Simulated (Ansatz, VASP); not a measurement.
Te: VASP beside Ansatz

```xyz
3
Lattice="4.2482 -2.3791 0.0000 4.2482 2.3791 0.0000 -0.1309 0.0000 3.9705" Properties=species:S:1:pos:R:3 pbc="T T T"
Te    5.6552    0.0000    2.6801
Te    2.7103    0.0000    1.2904
Te    0.0000    0.0000    0.0000
```

Change from the starting cell: volume scaled by 1.01.

Alike in both runs: task single point; functional LDA; k mesh 8 × 8 × 8; occupations fermi-dirac, width 0.05 eV; no spin polarisation.

|  | VASP | Ansatz |
| --- | --- | --- |
| version | VASP 6.6.1 | Ansatz 0.2.0 |
| potentials or method | VASP PAW LDA potentials, release 64 (Te), cutoff 520 eV | all-electron LAPW, scalar-relativistic |

Ansatz gave:

* pressure (GPa): 3.9
* traceless stress, the component that is largest in VASP (GPa): 1.38
* rms of the force components (eV/Å): 0.200

Q: Which values does VASP return?

A: Pressure (GPa): 4.0; traceless stress, the component that is largest in VASP (GPa): 1.29; rms of the force components (eV/Å): 0.205.

LDA's correlation is that of Perdew and Zunger in VASP and of Perdew and Wang (1992) in Ansatz. Atom by atom the forces differ by 0.005 eV/Å (rms over components). Ansatz ran all-electron here, and VASP with PAW potentials.

Spin-orbit coupling is off throughout.
